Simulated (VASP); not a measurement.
Write the native input for VASP 6.6.1 that does the following.

```yaml
Task: single point
Functional: PBE
Potentials_or_basis: VASP PAW PBE potentials, release 64 (W_sv)
Cutoff: 520 eV
k_mesh: 22 × 22 × 22
Occupations: fermi-dirac, width 0.1 eV
Spin: no spin polarisation
Dipole_correction: no
Further_INCAR_settings: ALGO = Normal; EDIFF = 1e-06; NBANDS = 13
```

The structure of W lies in POSCAR:

```
W
1.0
    0.0000000000      2.0967416533      2.0967416533
    2.0967416533      0.0000000000      2.0967416533
    2.0967416533      2.0967416533      0.0000000000
W
1
Direct
    0.0000000000      0.0000000000      0.0000000000
```

This cell differs from its parent crystal: volume scaled by 1.12.

These files were run (other wordings do the same):

INCAR

```
PREC = Accurate ; ENCUT = 520
EDIFF = 1E-6 ; ISMEAR = -1
SIGMA = 0.1 ; LREAL = False
LASPH = True ; NELM = 60
ALGO = Normal ; ISIF = 2
LWAVE = False ; LCHARG = False
GGA = PE ; NBANDS = 13
```

KPOINTS

```
Automatic mesh
0
Gamma
  22 22 22
```

Potentials or basis: VASP PAW PBE potentials, release 64 (W_sv).

Command:

```console
$ cat potpaw_PBE.64/W_sv/POTCAR > POTCAR
$ mpirun -np 1 vasp_std > vasp.out
```

Results of the run:

```json
{"Pressure": "-25.2 GPa", "Band gap on the k mesh": "zero (band 7 reaches 11.46 eV, above the bottom of band 8 at 8.53 eV)"}
```

Caveat: spin-orbit coupling is left out, which moves the levels of the heavy elements.

It took 29 s on 1 thread of Intel(R) Xeon(R) Platinum 8488C (Sapphire Rapids), with other jobs on the host, peak memory 0.2 GiB.
